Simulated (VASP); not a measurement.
Write the native input for VASP 6.6.1 that does the following.

```yaml
Task: relaxation of cell and atoms
Functional: PBEsol
Potentials_or_basis: VASP PAW PBE potentials, release 64 (P, B)
Cutoff: 600 eV
k_mesh: 10 × 10 × 10
Occupations: fermi-dirac, width 0.05 eV
Spin: no spin polarisation
Dipole_correction: no
Further_INCAR_settings: ALGO = Normal; EDIFF = 1e-07; IBRION = 2; EDIFFG = -0.01; NSW = 60; ISIF = 3
```

The structure of BP lies in POSCAR:

```
BP
1.0
    0.0000000000      2.2690000000      2.2690000000
    2.2690000000      0.0000000000      2.2690000000
    2.2690000000      2.2690000000      0.0000000000
P B
1 1
Direct
    0.7500000000      0.7500000000      0.7500000000
    0.0000000000      0.0000000000      0.0000000000
```

One way to write it, as run:

INCAR

```
PREC = Accurate
ENCUT = 600
EDIFF = 1E-7
ISMEAR = -1
SIGMA = 0.05
LREAL = False
LASPH = True
NELM = 80
ALGO = Normal
ISIF = 3
LWAVE = False
LCHARG = False
GGA = PS
IBRION = 2
NSW = 60
EDIFFG = -0.01
```

KPOINTS

```
regular mesh
0
Gamma
  10 10 10
```

Potentials or basis: VASP PAW PBE potentials, release 64 (P, B).

The run is started by

```console
$ cat potpaw_PBE.64/P/POTCAR potpaw_PBE.64/B/POTCAR > POTCAR
$ mpirun -np 1 vasp_std > vasp.out
```

It gave:

The relaxed volume is 11.55 Å³/atom. The relaxed cell is a = 3.197 Å, b = 3.197 Å, c = 3.197 Å, α = 60.00°, β = 60.00°, γ = 60.00° and the space group after relaxing (to 0.05 Å) is F-43m (No. 216). The energy gained by relaxing is 0.8 meV/atom, the ionic steps are 3 and the pressure after relaxing is 0.0 GPa. The band gap on the k mesh is 1.12 eV, indirect (least direct gap 3.37 eV).

Caveat: the PAW data sets were made with another functional, which shifts forces and pressure a little.

It took 24 s on 1 thread of Intel(R) Xeon(R) Platinum 8375C CPU @ 2.90GHz (Ice Lake) (shared host), peak memory 0.15 GiB.
